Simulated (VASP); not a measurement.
A run of VASP 6.6.1 is set up as follows.

File INCAR:

```
SYSTEM = Li3Be4P
PREC     = Accurate       ! precision mode
ENCUT    = 520            ! plane-wave cutoff, eV
EDIFF    = 1E-7           ! SCF threshold, eV
ISMEAR   = 0              ! smearing method
SIGMA    = 0.1            ! smearing width, eV
LREAL    = .False.        ! projectors in reciprocal space
LASPH    = .True.         ! aspherical terms in the spheres
NELM     = 80             ! most SCF steps
ALGO     = Normal         ! electronic algorithm
ISIF     = 2              ! what is computed and relaxed
LWAVE    = .False.        ! write WAVECAR
LCHARG   = .True.         ! write CHGCAR
GGA      = PE             ! functional
LELF     = .True.         ! ELF
LVHAR    = .True.       
NBANDS   = 21             ! bands
```

File KPOINTS:

```
Automatic mesh
0
Gamma
  6 6 4
  0 0 0
```

Contents of POSCAR:

```
Li3Be4P
1.0
    4.5852583802      0.0000000000      0.0000000000
   -2.2926291901      3.9709502402      0.0000000000
    0.0000000000      0.0000000000      6.4565460153
Li Be P
3 4 1
Direct
    0.5000000000      0.0000000000      0.5000000000
    0.0000000000      0.5000000000      0.5000000000
    0.5000000000      0.5000000000      0.5000000000
    0.3333333333      0.6666666667      0.8377668661
    0.6666666667      0.3333333333      0.8377668661
    0.6666666667      0.3333333333      0.1622331339
    0.3333333333      0.6666666667      0.1622331339
    0.0000000000      0.0000000000      0.5000000000
```

Potentials or basis: VASP PAW PBE potentials, release 64 (Li_sv, Be, P).

The run is started by

```bash
$ cat potpaw_PBE.64/Li_sv/POTCAR potpaw_PBE.64/Be/POTCAR potpaw_PBE.64/P/POTCAR > POTCAR
$ mpirun -np 1 vasp_std > vasp.out
```

What does it give for the band gap on the k mesh?

Zero (bands 11 and 12 overlap by 1.63 eV).

What does it give for the largest force?

0.005 eV/Å.

Forces in eV/Å, atoms in the order of the input:
```
Li   0.000  0.000  0.000
Li   0.000  0.000  0.000
Li   0.000  0.000  0.000
Be   0.000  0.000  0.005
Be   0.000  0.000  0.005
Be   0.000  0.000 -0.005
Be   0.000  0.000 -0.005
P    0.000  0.000  0.000
```
